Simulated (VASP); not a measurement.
# K4Cl3 (P-6m2) in VASP: a series of runs

The runs below take K4Cl3 through single point, with PBE.

Program: VASP 6.6.1. These are calculated values, not measurements. Logs are shortened: lines on timing, memory, paths and dates and some standing lists are left out, and cuts for length are marked.

## Step 1: The cell of the first run

The structure is hexagonal, space group P-6m2 (No. 187). The conventional cell has a = 9.320 Å, b = 9.320 Å, c = 4.473 Å, α = 90.00°, β = 90.00°, γ = 120.00°. Within 3.9 Å of K (site symmetry mm2) lie 2 Cl at 2.93 Å. Within 4.3 Å of K (site symmetry -6m2) lie 6 Cl at 3.26 Å. Within 3.9 Å of Cl (site symmetry mm2) lie 4 K at 2.93 to 3.26 Å.

The cell was generated, and may not be a known phase.

## Step 2: Single point, PBE

The input, INCAR:

```
SYSTEM = K4Cl3
PREC = Accurate
ENCUT = 520
EDIFF = 1E-6
ISMEAR = 0
SIGMA = 0.1
LREAL = .FALSE.
LASPH = .TRUE.
NELM = 100
ALGO = Normal
ISIF = 2
LWAVE = .FALSE.
LCHARG = .TRUE.
GGA = PE
LELF = .TRUE.
LVHAR = .TRUE.
NBANDS = 38
```

The input, KPOINTS:

```
Automatic mesh
0
G
  3 3 4
  0 0 0
```

The input, POSCAR:

```
K4Cl3
1.0
    9.3203781501      0.0000000035      0.0000000000
   -4.6601890781      8.0716842491      0.0000000000
    0.0000000000      0.0000000000      4.4730336233
K Cl
4 3
Direct
    0.1755876387      0.8244123613      0.5000000000
    0.1755876387      0.3511752774      0.5000000000
    0.6488247226      0.8244123613      0.5000000000
    0.6666666667      0.3333333333      0.0000000000
    0.8133604865      0.1866395135      0.5000000000
    0.8133604865      0.6267209730      0.5000000000
    0.3732790270      0.1866395135      0.5000000000
```

Potentials or basis: VASP PAW PBE potentials, release 64 (K_sv, Cl).

Run with:

```console
cat potpaw_PBE.64/K_sv/POTCAR potpaw_PBE.64/Cl/POTCAR > POTCAR
mpirun -np 1 vasp_std > vasp.out
```

OUTCAR:

```text
SYSTEM = K4Cl3
   PREC = Accurate
   ENCUT = 520
   EDIFF = 1E-6
   ISMEAR = 0
   LREAL = .FALSE.
   LASPH = .TRUE.
   NELM = 100
   ISIF = 2
   GGA = PE

 ion  position               nearest neighbor table
   1  0.176  0.824  0.500-   7 2.93   6 2.93
   2  0.176  0.351  0.500-   5 2.93   7 2.93
   3  0.649  0.824  0.500-   5 2.93   6 2.93
   4  0.667  0.333  0.000-
   5  0.813  0.187  0.500-   3 2.93   2 2.93
   6  0.813  0.627  0.500-   1 2.93   3 2.93
   7  0.373  0.187  0.500-   1 2.93   2 2.93

  LATTYP: Found a hexagonal cell.
 ALAT       =     9.3203781501
 C/A-ratio  =     0.4799197577

  Lattice vectors:

 A1 = (   9.3203781501,   0.0000000035,   0.0000000000)
 A2 = (  -4.6601890781,   8.0716842491,   0.0000000000)
 A3 = (   0.0000000000,   0.0000000000,   4.4730336233)

Analysis of symmetry for initial positions (statically):
=====================================================================
 Subroutine PRICEL returns:
 Original cell was already a primitive cell.

 Routine SETGRP: Setting up the symmetry group for a
 hexagonal supercell.

 Subroutine GETGRP returns: Found 12 space group operations
 (whereof 12 operations were pure point group operations)
 out of a pool of 24 trial point group operations.

The static configuration has the point symmetry D_3h.

Analysis of symmetry for dynamics (positions and initial velocities):
=====================================================================
 Subroutine PRICEL returns:
 Original cell was already a primitive cell.

 Routine SETGRP: Setting up the symmetry group for a
 hexagonal supercell.

 Subroutine GETGRP returns: Found 12 space group operations
 (whereof 12 operations were pure point group operations)
 out of a pool of 24 trial point group operations.

The dynamic configuration has the point symmetry D_3h.

 Subroutine INISYM returns: Found 12 space group operations
 (whereof 12 operations are pure point group operations),
 and found     1 'primitive' translations

----------------------------------------------------------------------------------------

                                     Primitive cell

  volume of cell :     336.5115

  direct lattice vectors                    reciprocal lattice vectors
     9.320378150  0.000000003  0.000000000     0.107291784  0.061944940  0.000000000
    -4.660189078  8.071684249  0.000000000    -0.000000000  0.123889881  0.000000000
     0.000000000  0.000000000  4.473033623     0.000000000  0.000000000  0.223561923

  length of vectors
     9.320378150  9.320378150  4.473033623     0.123889881  0.123889881  0.223561923

  position of ions in fractional coordinates (direct lattice)
     0.175587639  0.824412361  0.500000000
     0.175587639  0.351175277  0.500000000
     0.648824723  0.824412361  0.500000000
     0.666666667  0.333333333  0.000000000
     0.813360487  0.186639513  0.500000000
     0.813360487  0.626720973  0.500000000
     0.373279027  0.186639513  0.500000000

  ion indices of the primitive-cell ions
   primitive index   ion index
                 1           1
                 2           2
                 3           3
                 4           4
                 5           5
                 6           6
                 7           7

----------------------------------------------------------------------------------------

 KPOINTS: Automatic mesh

Automatic generation of k-mesh.
 Grid dimensions read from file:
 generate k-points for:    3    3    4

 Generating k-lattice:

  Cartesian coordinates                     Fractional coordinates (reciprocal lattice)
     0.035763928  0.020648313  0.000000000     0.333333333 -0.000000000  0.000000000
    -0.000000000  0.041296627  0.000000000    -0.000000000  0.333333333  0.000000000
     0.000000000  0.000000000  0.055890481     0.000000000  0.000000000  0.250000000

  Length of vectors
     0.041296627  0.041296627  0.055890481

  Shift w.r.t. Gamma in fractional coordinates (k-lattice)
     0.000000000  0.000000000  0.000000000

 Subroutine IBZKPT returns following result:
 ===========================================

 Found      9 irreducible k-points:

 Following reciprocal coordinates:
            Coordinates               Weight
  0.000000  0.000000  0.000000      1.000000
  0.333333 -0.000000  0.000000      6.000000
  0.333333  0.333333  0.000000      2.000000
  0.000000  0.000000  0.250000      2.000000
  0.333333 -0.000000  0.250000     12.000000
  0.333333  0.333333  0.250000      4.000000
  0.000000  0.000000  0.500000      1.000000
  0.333333 -0.000000  0.500000      6.000000
  0.333333  0.333333  0.500000      2.000000
   k-points           NKPTS =      9   k-points in BZ     NKDIM =      9   number of bands    NBANDS=     38
   number of dos      NEDOS =    301   number of ions     NIONS =      7
   total plane-waves  NPLWV = 176400
   dimension x,y,z NGX =    70 NGY =   70 NGZ =   36
   dimension x,y,z NGXF=   140 NGYF=  140 NGZF=   72
   ions per type =               4   3
   NGX,Y,Z   is equivalent  to a cutoff of  12.49, 12.49, 13.38 a.u.
   NGXF,Y,Z  is equivalent  to a cutoff of  24.97, 24.97, 26.76 a.u.
 SYSTEM =  K4Cl3
   PREC   = accura    normal or accurate (medium, high low for compatibility)
   ISTART =      0    job   : 0-new  1-cont  2-samecut
   ICHARG =      2    charge: 1-file 2-atom 10-const
   ISPIN  =      1    spin polarized calculation?
   LNONCOLLINEAR =      F non collinear calculations
   LSORBIT =      F    spin-orbit coupling
   LASPH  =      T    aspherical Exc in radial PAW
   ENCUT  =  520.0 eV  38.22 Ry    6.18 a.u.  17.33 17.33  8.32*2*pi/ulx,y,z
   NELM   =    100;   NELMIN=  2; NELMDL= -5     # of ELM steps
   EDIFF  = 0.1E-05   stopping-criterion for ELM
   LREAL  =      F    real-space projection
   EDIFFG = 0.1E-04   stopping-criterion for IOM
   NSW    =      0    number of steps for IOM
   IBRION =     -1    ionic relax: 0-MD 1-quasi-New 2-CG
   NFREE  =      0    steps in history (QN), initial steepest desc. (CG)
   ISIF   =      2    stress and relaxation
   ISYM   =      2    0-nonsym 1-usesym 2-fastsym
   POTIM  = 0.5000    time-step for ionic-motion
   TEBEG  =    0.0;   TEEND  =   0.0 temperature during run
   PSTRESS=    0.0 pullay stress
   NELECT =      57.0000    total number of electrons
   NUPDOWN=      -1.0000    fix difference up-down
   EMIN   =  10.00;   EMAX   =-10.00  energy-range for DOS
   EFERMI =   0.00;   METHOD = LEGACY
   ISMEAR =     0;   SIGMA  =   0.10  broadening in eV -4-tet -1-fermi 0-gaus
   EFERMI_NEDOS =   21; number of points for ismear=-14 and -15
   IALGO  =     38    algorithm
   IMIX   =      4    mixing-type and parameters
     AMIX     =   0.40;   BMIX     =  1.00
     AMIX_MAG =   1.60;   BMIX_MAG =  1.00
  volume/ion in A,a.u.               =      48.07       324.41
  Fermi-wavevector in a.u.,A,eV,Ry     =   0.905802  1.711717 11.163265  0.820477
  Thomas-Fermi vector in A             =   2.029413
   LORBIT       =      0    0 simple, 1 ext, 2 COOP (PROOUT), +10 PAW based schemes
   GGA     = PE    functional components
   LHFCALC =     F    Hartree Fock is set to
   AEXX    =    0.0000 exact exchange contribution
   IVDW    =     0    specifies the selected vdW correction
   LEPSILON=     F    determine dielectric tensor
   LRPA    =     F    only Hartree local field effects (RPA)
 non-spin polarized calculation
 Gauss-broadening in eV      SIGMA  =   0.10
  energy-cutoff  :      520.00
  volume of cell :      336.51
 maximum number of plane-waves:      9089
 NGX is ok and might be reduce to    70
   NGX = 35   NGY = 35   NGZ = 17

 number of electron      56.9999989 magnetization

 Free energy of the ion-electron system (eV)
  ---------------------------------------------------
  ext. energy  EPLUGINS =         0.00000000
  ---------------------------------------------------
  free energy    TOTEN  =       -20.07292062 eV

  energy without entropy =      -20.04986183  energy(sigma->0) =      -20.06139123

 E-fermi :   0.4850     XC(G=0):  -6.0077

 val. band max:        0.4794193487   @ k =   0.3333  -0.0000   0.2500
 cond. band min:       0.5537686605   @ k =   0.3333   0.3333   0.2500
 fundamental gap:      0.0743493117
 Fermi energy:         0.4850465349

 k-point     1 :       0.0000    0.0000    0.0000
  band No.  band energies     occupation
      1     -31.2240      2.00000
      2     -31.2207      2.00000
      3     -31.2207      2.00000
      4     -30.3366      2.00000
      5     -15.3479      2.00000
      6     -15.3479      2.00000
[... 30 lines left out ...]
     37       5.4605      0.00000
     38       5.4650      0.00000

 k-point     2 :       0.3333   -0.0000    0.0000
  band No.  band energies     occupation
      1     -31.2235      2.00000
      2     -31.2213      2.00000
      3     -31.2207      2.00000
      4     -30.3366      2.00000
      5     -15.3484      2.00000
      6     -15.3406      2.00000
[... 30 lines left out ...]
     37       5.0760      0.00000
     38       5.2177      0.00000

 k-point     3 :       0.3333    0.3333    0.0000
  band No.  band energies     occupation
      1     -31.2231      2.00000
      2     -31.2217      2.00000
      3     -31.2207      2.00000
      4     -30.3366      2.00000
      5     -15.3476      2.00000
      6     -15.3379      2.00000
[... 30 lines left out ...]
     37       4.9469      0.00000
     38       5.0930      0.00000

 k-point     4 :       0.0000    0.0000    0.2500
  band No.  band energies     occupation
      1     -31.2227      2.00000
      2     -31.2195      2.00000
      3     -31.2195      2.00000
      4     -30.3352      2.00000
      5     -15.3239      2.00000
      6     -15.3239      2.00000
[... 30 lines left out ...]
     37       4.6171      0.00000
     38       5.0128      0.00000

 k-point     5 :       0.3333   -0.0000    0.2500
  band No.  band energies     occupation
      1     -31.2222      2.00000
      2     -31.2200      2.00000
      3     -31.2195      2.00000
      4     -30.3352      2.00000
      5     -15.3489      2.00000
      6     -15.3166      2.00000
[... 30 lines left out ...]
     37       4.8030      0.00000
     38       4.8095      0.00000

 k-point     6 :       0.3333    0.3333    0.2500
  band No.  band energies     occupation
      1     -31.2218      2.00000
      2     -31.2204      2.00000
      3     -31.2195      2.00000
      4     -30.3352      2.00000
      5     -15.3578      2.00000
      6     -15.3142      2.00000
[... 30 lines left out ...]
     37       4.6825      0.00000
     38       4.9097      0.00000

 k-point     7 :       0.0000    0.0000    0.5000
  band No.  band energies     occupation
      1     -31.2215      2.00000
      2     -31.2182      2.00000
      3     -31.2182      2.00000
      4     -30.3337      2.00000
      5     -15.2996      2.00000
      6     -15.2996      2.00000
[... 30 lines left out ...]
     37       4.5897      0.00000
     38       4.5897      0.00000

 k-point     8 :       0.3333   -0.0000    0.5000
  band No.  band energies     occupation
      1     -31.2209      2.00000
      2     -31.2188      2.00000
      3     -31.2182      2.00000
      4     -30.3337      2.00000
      5     -15.3528      2.00000
      6     -15.2923      2.00000
[... 30 lines left out ...]
     37       4.4061      0.00000
     38       4.4174      0.00000

 k-point     9 :       0.3333    0.3333    0.5000
  band No.  band energies     occupation
      1     -31.2205      2.00000
      2     -31.2192      2.00000
      3     -31.2182      2.00000
      4     -30.3337      2.00000
      5     -15.3687      2.00000
      6     -15.2902      2.00000
[... 30 lines left out ...]
     37       4.3557      0.00000
     38       4.4249      0.00000

------------------------ aborting loop because EDIFF is reached ----------------------------------------

  FORCE on cell =-STRESS in cart. coord.  units (eV):
  Direction    XX          YY          ZZ          XY          YZ          ZX
  --------------------------------------------------------------------------------------
  -------------------------------------------------------------------------------------
  Total        0.7735417      0.7735417     -0.2030196     -0.0000000     -0.0000000      0.0000000
  in kB        3.6829383      3.6829383     -0.9666042     -0.0000000     -0.0000000      0.0000000
  external PRESSURE =       2.1330908 kB  Pullay stress =       0.0000000 kB

 VOLUME and BASIS-vectors are now :
 -----------------------------------------------------------------------------
  energy-cutoff  :      520.00
  volume of cell :      336.51
      direct lattice vectors                 reciprocal lattice vectors
     9.320378150  0.000000003  0.000000000     0.107291784  0.061944940  0.000000000
    -4.660189078  8.071684249  0.000000000    -0.000000000  0.123889881  0.000000000
     0.000000000  0.000000000  4.473033623     0.000000000  0.000000000  0.223561923

 POSITION                                       TOTAL-FORCE (eV/Angst)
 -----------------------------------------------------------------------------------
     -2.20537      6.65440      2.23652         0.031205     -0.018016     -0.000000
     -0.00000      2.83458      2.23652        -0.000000      0.036032      0.000000
      2.20537      6.65440      2.23652        -0.031205     -0.018016     -0.000000
      4.66019      2.69056      0.00000        -0.000000      0.000000     -0.000000
      6.71105      1.50650      2.23652        -0.014228      0.008215      0.000000
      4.66019      5.05869      2.23652         0.000000     -0.016430     -0.000000
      2.60933      1.50650      2.23652         0.014228      0.008215      0.000000
 -----------------------------------------------------------------------------------
    total drift:                               -0.000000      0.000000     -0.000000

  FREE ENERGIE OF THE ION-ELECTRON SYSTEM (eV)
  ---------------------------------------------------
  free  energy   TOTEN  =       -20.0729206230 eV

  energy  without entropy=      -20.0498618345  energy(sigma->0) =      -20.06139123
```

Run time: 2.2 min. Hardware: 1 thread of Intel Xeon Platinum 8259CL at 2.50GHz (Skylake/Cascade Lake), shared host; peak memory 0.46 GiB.

Results:

* Free energy: -20.0729 eV
* Pressure: 0.2 GPa
* Largest force: 0.036 eV/Å
* Band gap on the k mesh: zero (an odd number of electrons rules out a gap without spin polarisation)

Forces on the atoms (eV/Å):
```
K    0.031 -0.018  0.000
K    0.000  0.036  0.000
K   -0.031 -0.018  0.000
K    0.000  0.000  0.000
Cl  -0.014  0.008  0.000
Cl   0.000 -0.016  0.000
Cl   0.014  0.008  0.000
```

Stress tensor (GPa, compression positive):
```
 0.37  0.00  0.00
 0.00  0.37  0.00
 0.00  0.00 -0.10
```

Caveat: an odd number of electrons without spin polarisation forces a metal; a magnetic or distorted state may lie lower.

## Step 3: Single point, PBE

This run uses another cell than the first one, of 38.18 Å³/atom.

The input, INCAR:

```
ALGO = Normal ; EDIFF = 1E-6
ENCUT = 520 ; GGA = PE
ISIF = 2 ; ISMEAR = 0
LASPH = T ; LCHARG = F
LREAL = F ; LWAVE = F
NBANDS = 38 ; NELM = 60
PREC = Accurate ; SIGMA = 0.1
```

The input, KPOINTS:

```
k-points
0
Gamma
  3 3 4
```

The input, POSCAR:

```
K4Cl3
1.0
    7.6402205100      0.0000000000      0.0000000000
   -3.8201102600      6.6166250600      0.0000000000
    0.0000000000      0.0000000000      5.2864728900
K Cl
4 3
Direct
    0.1787731000      0.8212269000      0.5000000000
    0.1787731000      0.3575462000      0.5000000000
    0.6424538000      0.8212269000      0.5000000000
    0.6666666700      0.3333333300      0.0000000000
    0.8146397900      0.1853602100      0.5000000000
    0.8146397900      0.6292795900      0.5000000000
    0.3707204100      0.1853602100      0.5000000000
```

Potentials or basis: VASP PAW PBE potentials, release 64 (K_sv, Cl).

Run with:

```console
cat potpaw_PBE.64/K_sv/POTCAR potpaw_PBE.64/Cl/POTCAR > POTCAR
mpirun -np 1 vasp_std > vasp.out
```

It took 90 s on 1 thread of Intel Xeon Platinum 8259CL at 2.50GHz (Skylake/Cascade Lake), shared host; peak memory 0.38 GiB.

Results (log left out):

| Quantity | Value |
| --- | --- |
| Free energy | -15.4424 eV |
| Pressure | 10.2 GPa |
| Largest force | 2.734 eV/Å |
| Band gap on the k mesh | zero (an odd number of electrons rules out a gap without spin polarisation) |

Forces on the atoms (eV/Å):
```
K    2.368 -1.367  0.000
K    0.000  2.734  0.000
K   -2.368 -1.367  0.000
K    0.000  0.000  0.000
Cl  -2.323  1.341  0.000
Cl   0.000 -2.682  0.000
Cl   2.323  1.341  0.000
```

Stress tensor (GPa, compression positive):
```
15.72  0.00  0.00
 0.00 15.72  0.00
 0.00  0.00 -0.95
```

Levels at points of the mesh, in eV from the Fermi level:
```
           k point  band 27  band 28  band 29  band 30  band 31  band 32
(0.00, 0.00, 0.00)    -3.77    -3.30    -0.78     2.11     2.17     2.17
(0.00, 0.00, 0.50)    -3.78    -3.29     0.49     1.31     2.23     2.35
```

Caveat: the stress differs along the axes, from -1 to 16 GPa; an odd number of electrons without spin polarisation forces a metal; a magnetic or distorted state may lie lower.

The gap in the log of VASP goes by the Fermi energy; the results here count the filled bands.